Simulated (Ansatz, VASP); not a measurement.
# One calculation of TiC, two programs

```
CELL_PARAMETERS angstrom
0.00000 2.14668 2.14668
2.14668 0.00000 2.14668
2.14668 2.14668 0.00000
ATOMIC_POSITIONS crystal
Ti 0.00000 0.00000 0.00000
C 0.50000 0.50000 0.50000
```

Alike in both runs: functional PBEsol; k mesh 16 × 16 × 16; occupations gaussian, width 0.1 eV; no spin polarisation.

Ansatz relaxed the structure, and its values are those at the end. VASP's run is a single point on that final structure, the one shown.

```csv
,VASP,Ansatz
version,VASP 6.6.1,Ansatz 0.2.0
potentials or method,"VASP PAW PBE potentials, release 64 (Ti_sv, C), cutoff 520 eV","scalar-relativistic, plane waves, PAW"
valence electrons in the cell,16,16
```

```csv
,VASP,Ansatz,Ansatz less VASP
gap on the k mesh at the Fermi level (eV),none,none,-
pressure (GPa),0.3,0.0,-0.28
```

VASP's potentials were made for PBE, not for PBEsol. A gap of «none» marks a metal or a gap that the smearing closes.
